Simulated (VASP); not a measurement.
# Ag (Fm-3m) in VASP: a series of runs

Runs on Ag. Level: r2SCAN. Tasks: single point.

Program: VASP 6.6.1. These are calculated values, not measurements. Logs are shortened: lines on timing, memory, paths and dates and some standing lists are left out, and cuts for length are marked.

### Step 1. The cell of the first run

Symmetry: Fm-3m, No. 225, cubic system. Conventional cell: a = 4.104 Å, b = 4.104 Å, c = 4.104 Å, α = 90.00°, β = 90.00°, γ = 90.00°. Within 3.8 Å of Ag (site symmetry m-3m) lie 12 Ag at 2.90 Å.

### Step 2. Single point, r2SCAN

POSCAR reads:

```
Ag
1.0
    0.0000000000      2.0519023311      2.0519023311
    2.0519023311      0.0000000000      2.0519023311
    2.0519023311      2.0519023311      0.0000000000
Ag
1
Direct
    0.0000000000      0.0000000000      0.0000000000
```

INCAR.step1 reads:

```
SYSTEM = Ag
PREC = Accurate ; ENCUT = 520
ISMEAR = -1 ; SIGMA = 0.1
LREAL = .FALSE. ; LASPH = .TRUE.
NELM = 100 ; NBANDS = 12
GGA = PE ; ALGO = Normal
EDIFF = 1E-4 ; LWAVE = .TRUE.
LCHARG = .FALSE.
```

INCAR.step2 reads:

```
SYSTEM = Ag
PREC = Accurate ; ENCUT = 520
EDIFF = 1E-6 ; ISMEAR = -1
SIGMA = 0.1 ; LREAL = .FALSE.
LASPH = .TRUE. ; NELM = 100
ALGO = Normal ; ISIF = 2
LWAVE = .FALSE. ; LCHARG = .TRUE.
METAGGA = R2SCAN ; LMIXTAU = .TRUE.
LELF = .TRUE. ; LVHAR = .TRUE.
NBANDS = 12 ; ISTART = 1
```

KPOINTS reads:

```
regular mesh
0
G
  13 13 13
  0 0 0
```

Potentials or basis: VASP PAW PBE potentials, release 64 (Ag).

On the command line:

```bash
> cat potpaw_PBE.64/Ag/POTCAR > POTCAR
> cp INCAR.step1 INCAR
> mpirun -np 1 vasp_std > vasp.out
> cp INCAR.step2 INCAR
> mpirun -np 1 vasp_std > vasp.out
```

OUTCAR:

```text
SYSTEM = Ag
   PREC = Accurate
   ENCUT = 520
   EDIFF = 1E-6
   ISMEAR = -1
   LREAL = .FALSE.
   LASPH = .TRUE.
   NELM = 100
   ISIF = 2
   METAGGA = R2SCAN
   ISTART = 1

 ion  position               nearest neighbor table
   1  0.000  0.000  0.000-

  LATTYP: Found a face centered cubic cell.
 ALAT       =     4.1038046622

  Lattice vectors:

 A1 = (   0.0000000000,   2.0519023311,   2.0519023311)
 A2 = (   2.0519023311,   0.0000000000,   2.0519023311)
 A3 = (   2.0519023311,   2.0519023311,   0.0000000000)

Analysis of symmetry for initial positions (statically):
=====================================================================
 Subroutine PRICEL returns:
 Original cell was already a primitive cell.

 Routine SETGRP: Setting up the symmetry group for a
 face centered cubic supercell.

 Subroutine GETGRP returns: Found 48 space group operations
 (whereof 48 operations were pure point group operations)
 out of a pool of 48 trial point group operations.

The static configuration has the point symmetry O_h .

Analysis of symmetry for dynamics (positions and initial velocities):
=====================================================================
 Subroutine PRICEL returns:
 Original cell was already a primitive cell.

 Routine SETGRP: Setting up the symmetry group for a
 face centered cubic supercell.

 Subroutine GETGRP returns: Found 48 space group operations
 (whereof 48 operations were pure point group operations)
 out of a pool of 48 trial point group operations.

The dynamic configuration has the point symmetry O_h .

 Subroutine INISYM returns: Found 48 space group operations
 (whereof 48 operations are pure point group operations),
 and found     1 'primitive' translations

----------------------------------------------------------------------------------------

                                     Primitive cell

  volume of cell :      17.2783

  direct lattice vectors                    reciprocal lattice vectors
     0.000000000  2.051902331  2.051902331    -0.243676316  0.243676316  0.243676316
     2.051902331  0.000000000  2.051902331     0.243676316 -0.243676316  0.243676316
     2.051902331  2.051902331  0.000000000     0.243676316  0.243676316 -0.243676316

  length of vectors
     2.901828105  2.901828105  2.901828105     0.422059759  0.422059759  0.422059759

  position of ions in fractional coordinates (direct lattice)
     0.000000000  0.000000000  0.000000000

  ion indices of the primitive-cell ions
   primitive index   ion index
                 1           1
[... 74 lines left out ...]
   EDIFFG = 0.1E-04   stopping-criterion for IOM
   NSW    =      0    number of steps for IOM
   IBRION =     -1    ionic relax: 0-MD 1-quasi-New 2-CG
   NFREE  =      0    steps in history (QN), initial steepest desc. (CG)
   ISIF   =      2    stress and relaxation
   ISYM   =      2    0-nonsym 1-usesym 2-fastsym
   POTIM  = 0.5000    time-step for ionic-motion
   TEBEG  =    0.0;   TEEND  =   0.0 temperature during run
   PSTRESS=    0.0 pullay stress
   NELECT =      11.0000    total number of electrons
   NUPDOWN=      -1.0000    fix difference up-down
   EMIN   =  10.00;   EMAX   =-10.00  energy-range for DOS
   EFERMI =   0.00;   METHOD = LEGACY
   ISMEAR =    -1;   SIGMA  =   0.10  broadening in eV -4-tet -1-fermi 0-gaus
   EFERMI_NEDOS =   21; number of points for ismear=-14 and -15
   IALGO  =     38    algorithm
   IMIX   =      4    mixing-type and parameters
     AMIX     =   0.40;   BMIX     =  1.00
     AMIX_MAG =   1.60;   BMIX_MAG =  1.00
  volume/ion in A,a.u.               =      17.28       116.60
  Fermi-wavevector in a.u.,A,eV,Ry     =   1.408334  2.661366 26.985864  1.983405
  Thomas-Fermi vector in A             =   2.530502
   LORBIT       =      0    0 simple, 1 ext, 2 COOP (PROOUT), +10 PAW based schemes
   METAGGA = R2SCAN    functional components
   LHFCALC =     F    Hartree Fock is set to
   AEXX    =    0.0000 exact exchange contribution
   IVDW    =     0    specifies the selected vdW correction
   LEPSILON=     F    determine dielectric tensor
   LRPA    =     F    only Hartree local field effects (RPA)
 non-spin polarized calculation
  energy-cutoff  :      520.00
  volume of cell :       17.28
 maximum number of plane-waves:       487
 NGX is ok and might be reduce to    24
   NGX = 11   NGY = 11   NGZ = 11

 number of electron      10.9999999 magnetization

 Free energy of the ion-electron system (eV)
  ---------------------------------------------------
  ext. energy  EPLUGINS =         0.00000000
  ---------------------------------------------------
  free energy    TOTEN  =       -21.36053889 eV

  energy without entropy =      -21.35035146  energy(sigma->0) =      -21.35544517

 E-fermi :   8.4150     XC(G=0): -12.8778

 val. band max:        8.3848943309   @ k =  -0.4615   0.0769   0.0000
 cond. band min:       8.4470699522   @ k =  -0.3077   0.2308   0.0000
 fundamental gap:      0.0621756213
 Fermi energy:         8.4149559844

 k-point     1 :       0.0000    0.0000    0.0000
  band No.  band energies     occupation
      1       0.3895      2.00000
      2       3.1547      2.00000
      3       3.1547      2.00000
      4       3.1547      2.00000
      5       4.1744      2.00000
      6       4.1744      2.00000
      7      24.8662      0.00000
      8      28.5152      0.00000
      9      28.5152      0.00000
     10      28.5152      0.00000
     11      33.4473      0.00000
     12      34.4047      0.00000
[... 331 lines left out ...]
 k-point    24 :       0.4615    0.1538    0.0000
  band No.  band energies     occupation
      1       1.9732      2.00000
      2       2.9628      2.00000
      3       3.5198      2.00000
      4       3.8010      2.00000
      5       4.9953      2.00000
      6       7.8777      1.99076
      7      14.0745      0.00000
      8      22.9842      0.00000
      9      24.1872      0.00000
     10      25.3479      0.00000
     11      33.8700      0.00000
     12      33.9008      0.00000

 [... further k-points ...]
[... 5 lines left out ...]
  --------------------------------------------------------------------------------------
  -------------------------------------------------------------------------------------
  Total        0.0115991      0.0115991      0.0115991     -0.0000000     -0.0000000      0.0000000
  in kB        1.0755614      1.0755614      1.0755614     -0.0000000     -0.0000000      0.0000000
  external PRESSURE =       1.0755614 kB  Pullay stress =       0.0000000 kB

 VOLUME and BASIS-vectors are now :
 -----------------------------------------------------------------------------
  energy-cutoff  :      520.00
  volume of cell :       17.28
      direct lattice vectors                 reciprocal lattice vectors
     0.000000000  2.051902331  2.051902331    -0.243676316  0.243676316  0.243676316
     2.051902331  0.000000000  2.051902331     0.243676316 -0.243676316  0.243676316
     2.051902331  2.051902331  0.000000000     0.243676316  0.243676316 -0.243676316

 POSITION                                       TOTAL-FORCE (eV/Angst)
 -----------------------------------------------------------------------------------
      0.00000      0.00000      0.00000         0.000000     -0.000000      0.000000
 -----------------------------------------------------------------------------------
    total drift:                               -0.000000      0.000000     -0.000000

  FREE ENERGIE OF THE ION-ELECTRON SYSTEM (eV)
  ---------------------------------------------------
  free  energy   TOTEN  =       -21.3605388881 eV

  energy  without entropy=      -21.3503514570  energy(sigma->0) =      -21.35544517
```

It took 58 s on 1 thread of Intel Xeon 8259CL, shared host; peak memory 0.16 GiB.

Results:

```
Free energy : -21.3605 eV
Pressure    : 0.1 GPa
```

Caveat: the PAW data sets were made with another functional, which shifts forces and pressure a little.

### Step 3. Single point, r2SCAN

POSCAR is that of step 2.

INCAR.step1 reads:

```
ALGO     = Normal         # electronic algorithm
EDIFF    = 1E-4           # SCF threshold, eV
ENCUT    = 520            # plane-wave cutoff, eV
GGA      = PE             # functional
ISMEAR   = -1             # smearing method
LASPH    = T              # aspherical terms in the spheres
LCHARG   = F              # write CHGCAR
LREAL    = F              # projectors in reciprocal space
LWAVE    = T              # write WAVECAR
NBANDS   = 12             # bands
NELM     = 60             # most SCF steps
PREC     = Accurate       # precision mode
SIGMA    = 0.01           # smearing width, eV
```

INCAR.step2 reads:

```
ALGO     = Normal         # electronic algorithm
EDIFF    = 1E-6           # SCF threshold, eV
ENCUT    = 520            # plane-wave cutoff, eV
ISIF     = 2              # what is computed and relaxed
ISMEAR   = -1             # smearing method
ISTART   = 1            
LASPH    = T              # aspherical terms in the spheres
LCHARG   = T              # write CHGCAR
LELF     = T              # ELF
LMIXTAU  = T            
LREAL    = F              # projectors in reciprocal space
LVHAR    = T            
LWAVE    = F              # write WAVECAR
METAGGA  = R2SCAN         # meta-GGA
NBANDS   = 12             # bands
NELM     = 60             # most SCF steps
PREC     = Accurate       # precision mode
SIGMA    = 0.01           # smearing width, eV
```

KPOINTS reads:

```
k-points
0
Gamma
  13 13 13
```

Potentials or basis: VASP PAW PBE potentials, release 64 (Ag).

On the command line:

```bash
> cat potpaw_PBE.64/Ag/POTCAR > POTCAR
> cp INCAR.step1 INCAR
> mpirun -np 1 vasp_std > vasp.out
> cp INCAR.step2 INCAR
> mpirun -np 1 vasp_std > vasp.out
```

Wall time 54 s (1 thread of Intel Xeon 8259CL, shared host); peak memory 0.16 GiB.

It converged, with:

| Quantity | Value |
| --- | --- |
| Free energy | -21.3545 eV |
| Pressure | -0.1 GPa |

Levels at points of the mesh, in eV from the Fermi level:
| k point | band 2 | band 3 | band 4 | band 5 | band 6 | band 7 | band 8 | band 9 | band 10 | band 11 |
| --- | --- | --- | --- | --- | --- | --- | --- | --- | --- | --- |
| (0.00, 0.00, 0.00) | -5.31 | -5.31 | -5.31 | -4.29 | -4.29 | 16.41 | 20.06 | 20.06 | 20.06 | 24.98 |

Caveat: the PAW data sets were made with another functional, which shifts forces and pressure a little.
